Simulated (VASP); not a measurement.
# Zn (Pm-3m) in VASP: notebook

Runs on Zn. Level: r2SCAN. Tasks: relaxation of cell and atoms, single point.

Everything below comes from runs of VASP 6.6.1. Logs are shortened: lines on timing, memory, paths and dates and some standing lists are left out, and cuts for length are marked.

## Step 1: The cell of the first run

The structure is cubic, space group Pm-3m (No. 221). The conventional cell has a = 2.542 Å, b = 2.542 Å, c = 2.542 Å, α = 90.00°, β = 90.00°, γ = 90.00°. Zn (site symmetry m-3m) has 6 Zn at 2.54 Å within 3.4 Å.

This isn't the form of Zn at room conditions, which is hcp.

## Step 2: Relaxation of cell and atoms, r2SCAN

POSCAR reads:

```
Zn
1.0
    2.5420818099      0.0000000000      0.0000000000
    0.0000000000      2.5420818099      0.0000000000
    0.0000000000      0.0000000000      2.5420818099
Zn
1
Direct
    0.0000000000      0.0000000000      0.0000000000
```

INCAR.step1 reads:

```
ALGO     = Normal         # electronic algorithm
EDIFF    = 1E-5           # SCF threshold, eV
EDIFFG   = -0.005         # ionic threshold
ENCUT    = 550            # plane-wave cutoff, eV
GGA      = PE             # functional
GGA_COMPAT= F            
IBRION   = 2              # ionic algorithm
ISIF     = 3              # what is computed and relaxed
ISMEAR   = -1             # smearing method
LASPH    = T              # aspherical terms in the spheres
LCHARG   = F              # write CHGCAR
LREAL    = F              # projectors in reciprocal space
LWAVE    = T              # write WAVECAR
NELM     = 120            # most SCF steps
NELMIN   = 4            
NSW      = 100            # ionic steps
PREC     = Accurate       # precision mode
SIGMA    = 0.1            # smearing width, eV
```

INCAR.step2 reads:

```
ALGO     = Normal         # electronic algorithm
EDIFF    = 1E-7           # SCF threshold, eV
EDIFFG   = -0.01          # ionic threshold
ENCUT    = 550            # plane-wave cutoff, eV
GGA_COMPAT= F            
IBRION   = 2              # ionic algorithm
ISIF     = 3              # what is computed and relaxed
ISMEAR   = -1             # smearing method
ISTART   = 1            
LASPH    = T              # aspherical terms in the spheres
LCHARG   = F              # write CHGCAR
LMIXTAU  = T            
LREAL    = F              # projectors in reciprocal space
LWAVE    = F              # write WAVECAR
METAGGA  = R2SCAN         # meta-GGA
NELM     = 120            # most SCF steps
NELMIN   = 4            
NSW      = 80             # ionic steps
PREC     = Accurate       # precision mode
SIGMA    = 0.1            # smearing width, eV
```

KPOINTS reads:

```
k-points
0
Gamma
  12 12 12
```

Potentials or basis: VASP PAW PBE potentials, release 64 (Zn).

Run with:

```
$ cat potpaw_PBE.64/Zn/POTCAR > POTCAR
$ cp INCAR.step1 INCAR
$ mpirun -np 1 vasp_std > vasp.out
$ cp INCAR.step2 INCAR
$ mpirun -np 1 vasp_std > vasp.out
```

OUTCAR:

```text
EDIFF = 1E-7
   EDIFFG = -0.01
   ENCUT = 550
   IBRION = 2
   ISIF = 3
   ISMEAR = -1
   ISTART = 1
   LASPH = T
   LREAL = F
   METAGGA = R2SCAN
   NELM = 120
   NELMIN = 4
   NSW = 80
   PREC = Accurate

 ion  position               nearest neighbor table
   1  0.000  0.000  0.000-

  LATTYP: Found a simple cubic cell.
 ALAT       =     2.5420818099

  Lattice vectors:

 A1 = (   2.5420818099,   0.0000000000,   0.0000000000)
 A2 = (   0.0000000000,   2.5420818099,   0.0000000000)
 A3 = (   0.0000000000,   0.0000000000,   2.5420818099)

Analysis of symmetry for initial positions (statically):
=====================================================================
 Subroutine PRICEL returns:
 Original cell was already a primitive cell.

 Routine SETGRP: Setting up the symmetry group for a
 simple cubic supercell.

 Subroutine GETGRP returns: Found 48 space group operations
 (whereof 48 operations were pure point group operations)
 out of a pool of 48 trial point group operations.

The static configuration has the point symmetry O_h .

Analysis of symmetry for dynamics (positions and initial velocities):
=====================================================================
 Subroutine PRICEL returns:
 Original cell was already a primitive cell.

 Routine SETGRP: Setting up the symmetry group for a
 simple cubic supercell.

 Subroutine GETGRP returns: Found 48 space group operations
 (whereof 48 operations were pure point group operations)
 out of a pool of 48 trial point group operations.

The dynamic configuration has the point symmetry O_h .

 Subroutine INISYM returns: Found 48 space group operations
 (whereof 48 operations are pure point group operations),
 and found     1 'primitive' translations

----------------------------------------------------------------------------------------

                                     Primitive cell

  volume of cell :      16.4274

  direct lattice vectors                    reciprocal lattice vectors
     2.542081810  0.000000000  0.000000000     0.393378370  0.000000000  0.000000000
     0.000000000  2.542081810  0.000000000     0.000000000  0.393378370  0.000000000
     0.000000000  0.000000000  2.542081810     0.000000000  0.000000000  0.393378370

  length of vectors
     2.542081810  2.542081810  2.542081810     0.393378370  0.393378370  0.393378370

  position of ions in fractional coordinates (direct lattice)
     0.000000000  0.000000000  0.000000000

  ion indices of the primitive-cell ions
   primitive index   ion index
                 1           1

----------------------------------------------------------------------------------------

 KPOINTS: k-points

Automatic generation of k-mesh.
 Grid dimensions read from file:
 generate k-points for:   12   12   12

 Generating k-lattice:

  Cartesian coordinates                     Fractional coordinates (reciprocal lattice)
     0.032781531  0.000000000  0.000000000     0.083333333  0.000000000  0.000000000
     0.000000000  0.032781531  0.000000000     0.000000000  0.083333333  0.000000000
     0.000000000  0.000000000  0.032781531     0.000000000  0.000000000  0.083333333

  Length of vectors
     0.032781531  0.032781531  0.032781531

  Shift w.r.t. Gamma in fractional coordinates (k-lattice)
     0.000000000  0.000000000  0.000000000

 Subroutine IBZKPT returns following result:
 ===========================================
[... 43 lines left out ...]
   LNONCOLLINEAR =      F non collinear calculations
   LSORBIT =      F    spin-orbit coupling
   LASPH  =      T    aspherical Exc in radial PAW
   ENCUT  =  550.0 eV  40.42 Ry    6.36 a.u.   4.86  4.86  4.86*2*pi/ulx,y,z
   NELM   =    120;   NELMIN=  4; NELMDL=  0     # of ELM steps
   EDIFF  = 0.1E-06   stopping-criterion for ELM
   LREAL  =      F    real-space projection
   EDIFFG = -.1E-01   stopping-criterion for IOM
   NSW    =     80    number of steps for IOM
   IBRION =      2    ionic relax: 0-MD 1-quasi-New 2-CG
   NFREE  =      1    steps in history (QN), initial steepest desc. (CG)
   ISIF   =      3    stress and relaxation
   ISYM   =      2    0-nonsym 1-usesym 2-fastsym
   POTIM  = 0.5000    time-step for ionic-motion
   TEBEG  =    0.0;   TEEND  =   0.0 temperature during run
   PSTRESS=    0.0 pullay stress
   NELECT =      12.0000    total number of electrons
   NUPDOWN=      -1.0000    fix difference up-down
   EMIN   =  10.00;   EMAX   =-10.00  energy-range for DOS
   EFERMI =   0.00;   METHOD = LEGACY
   ISMEAR =    -1;   SIGMA  =   0.10  broadening in eV -4-tet -1-fermi 0-gaus
   EFERMI_NEDOS =   21; number of points for ismear=-14 and -15
   IALGO  =     38    algorithm
   IMIX   =      4    mixing-type and parameters
     AMIX     =   0.40;   BMIX     =  1.00
     AMIX_MAG =   1.60;   BMIX_MAG =  1.00
  volume/ion in A,a.u.               =      16.43       110.86
  Fermi-wavevector in a.u.,A,eV,Ry     =   1.474390  2.786193 29.576698  2.173826
  Thomas-Fermi vector in A             =   2.589167
   LORBIT       =      0    0 simple, 1 ext, 2 COOP (PROOUT), +10 PAW based schemes
   METAGGA = R2SCAN    functional components
   LHFCALC =     F    Hartree Fock is set to
   AEXX    =    0.0000 exact exchange contribution
   IVDW    =     0    specifies the selected vdW correction
   LEPSILON=     F    determine dielectric tensor
   LRPA    =     F    only Hartree local field effects (RPA)
 conjugate gradient relaxation of ions
 non-spin polarized calculation
  energy-cutoff  :      550.00
  volume of cell :       16.43
 maximum number of plane-waves:       500
 NGX is ok and might be reduce to    20
   NGX =  9   NGY =  9   NGZ =  9

--------------------------------------- Ionic step        1  -------------------------------------------

 number of electron      12.0000004 magnetization

 Free energy of the ion-electron system (eV)
  ---------------------------------------------------
  ext. energy  EPLUGINS =         0.00000000
  ---------------------------------------------------
  free energy    TOTEN  =        -8.59611153 eV

  energy without entropy =       -8.58521592  energy(sigma->0) =       -8.59066373

------------------------ aborting loop because EDIFF is reached ----------------------------------------

  FORCE on cell =-STRESS in cart. coord.  units (eV):
  Direction    XX          YY          ZZ          XY          YZ          ZX
  --------------------------------------------------------------------------------------
  -------------------------------------------------------------------------------------
  Total        0.3403291      0.3403291      0.3403291      0.0000000      0.0000000     -0.0000000
  in kB       33.1925875     33.1925875     33.1925875      0.0000000      0.0000000     -0.0000000
  external PRESSURE =      33.1925875 kB  Pullay stress =       0.0000000 kB

 VOLUME and BASIS-vectors are now :
 -----------------------------------------------------------------------------
  energy-cutoff  :      550.00
  volume of cell :       16.43
      direct lattice vectors                 reciprocal lattice vectors
     2.542081810  0.000000000  0.000000000     0.393378370  0.000000000  0.000000000
     0.000000000  2.542081810  0.000000000     0.000000000  0.393378370  0.000000000
     0.000000000  0.000000000  2.542081810     0.000000000  0.000000000  0.393378370

 POSITION                                       TOTAL-FORCE (eV/Angst)
 -----------------------------------------------------------------------------------
      0.00000      0.00000      0.00000         0.000000      0.000000      0.000000
 -----------------------------------------------------------------------------------
    total drift:                               -0.000000      0.000000      0.000000

  FREE ENERGIE OF THE ION-ELECTRON SYSTEM (eV)
  ---------------------------------------------------
  free  energy   TOTEN  =        -8.5961115332 eV

  energy  without entropy=       -8.5852159202  energy(sigma->0) =       -8.59066373

--------------------------------------- Ionic step        2  -------------------------------------------

 number of electron      11.9999965 magnetization

 Free energy of the ion-electron system (eV)
  ---------------------------------------------------
  ext. energy  EPLUGINS =         0.00000000
  ---------------------------------------------------
  free energy    TOTEN  =        -8.60368928 eV

  energy without entropy =       -8.59191072  energy(sigma->0) =       -8.59780000

 E-fermi :   1.9758     XC(G=0): -11.7358

 val. band max:        1.9242317151   @ k =   0.5000   0.3333   0.0833
 cond. band min:       1.9857763956   @ k =   0.4167   0.1667   0.0833
 fundamental gap:      0.0615446805
 Fermi energy:         1.9757973340

 k-point     1 :       0.0000    0.0000    0.0000
  band No.  band energies     occupation
      1      -7.7369      2.00000
      2      -6.4288      2.00000
      3      -6.4288      2.00000
      4      -5.1302      2.00000
      5      -5.1302      2.00000
      6      -5.1302      2.00000
      7      15.3109      0.00000
      8      15.3109      0.00000
      9      15.3109      0.00000
     10      18.0342      0.00000
[... 287 lines left out ...]
 k-point    24 :       0.4167    0.3333    0.0000
  band No.  band energies     occupation
      1      -6.1704      2.00000
      2      -6.1363      2.00000
      3      -5.4343      2.00000
      4      -5.3602      2.00000
      5      -5.2061      2.00000
      6      -0.5544      2.00000
      7       3.4669      0.00000
      8       8.1977      0.00000
      9      12.6006      0.00000
     10      22.5095      0.00000

 [... further k-points ...]
[... 5 lines left out ...]
  --------------------------------------------------------------------------------------
  -------------------------------------------------------------------------------------
  Total        0.0064863      0.0064863      0.0064863      0.0000000      0.0000000     -0.0000000
  in kB        0.6024523      0.6024523      0.6024523      0.0000000      0.0000000     -0.0000000
  external PRESSURE =       0.6024523 kB  Pullay stress =       0.0000000 kB

 VOLUME and BASIS-vectors are now :
 -----------------------------------------------------------------------------
  energy-cutoff  :      550.00
  volume of cell :       17.25
      direct lattice vectors                 reciprocal lattice vectors
     2.583818674  0.000000000 -0.000000000     0.387024063 -0.000000000 -0.000000000
     0.000000000  2.583818674 -0.000000000    -0.000000000  0.387024063 -0.000000000
     0.000000000  0.000000000  2.583818674     0.000000000  0.000000000  0.387024063

 POSITION                                       TOTAL-FORCE (eV/Angst)
 -----------------------------------------------------------------------------------
      0.00000      0.00000      0.00000         0.000000     -0.000000      0.000000
 -----------------------------------------------------------------------------------
    total drift:                               -0.000000      0.000000      0.000000

  FREE ENERGIE OF THE ION-ELECTRON SYSTEM (eV)
  ---------------------------------------------------
  free  energy   TOTEN  =        -8.6036892836 eV

  energy  without entropy=       -8.5919107227  energy(sigma->0) =       -8.59780000

 reached required accuracy - stopping structural energy minimisation
```

Run time: 49 s. Hardware: 1 thread of Intel Xeon 6975P-C (Granite Rapids), shared host; peak memory 0.14 GiB.

What came out:

```yaml
Free_energy: -8.6037 eV
Relaxed_volume: 17.25 Å³/atom
Relaxed_cell: a = 2.584 Å, b = 2.584 Å, c = 2.584 Å, α = 90.00°, β = 90.00°, γ = 90.00°
Space_group_after_relaxing_to_0.1_Å: Pm-3m (No. 221)
Energy_gained_by_relaxing: 7.6 meV/atom
Ionic_steps: 2
Pressure_after_relaxing: 0.1 GPa
Band_gap_on_the_k_mesh: zero (bands 6 and 7 overlap by 8.91 eV)
```

The path:
```csv
step,energy change (eV),largest force (eV/Å),pressure (GPa),volume (Å³)
1,0.0000,0.0000,3.32,16.43
2,-0.0076,0.0000,0.06,17.25
```

Final structure:
```cif
data_structure
_symmetry_space_group_name_H-M 'P 1'
_symmetry_Int_Tables_number 1
_cell_length_a 2.5838
_cell_length_b 2.5838
_cell_length_c 2.5838
_cell_angle_alpha 90.000
_cell_angle_beta 90.000
_cell_angle_gamma 90.000
_cell_volume 17.25
loop_
_atom_site_label
_atom_site_type_symbol
_atom_site_fract_x
_atom_site_fract_y
_atom_site_fract_z
_atom_site_occupancy
Zn1 Zn 0.00000 0.00000 0.00000 1
```

Caveat: the PAW data sets were made with another functional, which shifts forces and pressure a little.

## Step 3: Single point, r2SCAN, non-collinear spin, zero start, spin-orbit coupling

This run uses another cell than the first one, of 17.20 Å³/atom.

POSCAR reads:

```
Zn
1.0
    2.5811580167      0.0000000000      0.0000000000
    0.0000000000      2.5811580167      0.0000000000
    0.0000000000      0.0000000000      2.5811580167
Zn
1
Direct
    0.0000000000      0.0000000000      0.0000000000
```

INCAR.step1 reads:

```
SYSTEM = Zn
PREC = Accurate ; ENCUT = 550
ISMEAR = -1 ; SIGMA = 0.1
LREAL = .FALSE. ; LASPH = .TRUE.
NELM = 200 ; MAGMOM = 0 0 0
LSORBIT = .TRUE. ; GGA_COMPAT = .FALSE.
NBANDS = 23 ; GGA = PE
ALGO = Normal ; EDIFF = 1E-5
LWAVE = .TRUE. ; LCHARG = .FALSE.
```

INCAR.step2 reads:

```
SYSTEM = Zn
PREC = Accurate ; ENCUT = 550
EDIFF = 1E-6 ; ISMEAR = -1
SIGMA = 0.1 ; LREAL = .FALSE.
LASPH = .TRUE. ; NELM = 200
ALGO = Normal ; ISIF = 2
LWAVE = .FALSE. ; LCHARG = .FALSE.
MAGMOM = 0 0 0 ; LORBIT = 11
LSORBIT = .TRUE. ; GGA_COMPAT = .FALSE.
LORBMOM = .TRUE. ; METAGGA = R2SCAN
LMIXTAU = .TRUE. ; NBANDS = 23
ISTART = 1
```

KPOINTS reads:

```
regular mesh
0
G
  12 12 12
  0 0 0
```

Potentials or basis: VASP PAW PBE potentials, release 64 (Zn).

Run with:

```
$ cat potpaw_PBE.64/Zn/POTCAR > POTCAR
$ cp INCAR.step1 INCAR
$ mpirun -np 1 vasp_ncl > vasp.out
$ cp INCAR.step2 INCAR
$ mpirun -np 1 vasp_ncl > vasp.out
```

It took 2.2 min on 1 thread of Intel Xeon 6975P-C (Granite Rapids), shared host; peak memory 0.2 GiB.

The run converged. Its results:

```
Free energy                                           : -8.6080 eV
Pressure                                              : 0.2 GPa
Net moment                                            : 0.00 μB per cell
Valence electrons inside the program's atomic spheres : Zn 10.78
```

Moments on the atoms (μB; x, y, z):
```
Zn  0.00 0.00 0.00
```

Caveat: the PAW data sets were made with another functional, which shifts forces and pressure a little.

The gap in the log of VASP goes by the Fermi energy; the results here count the filled bands.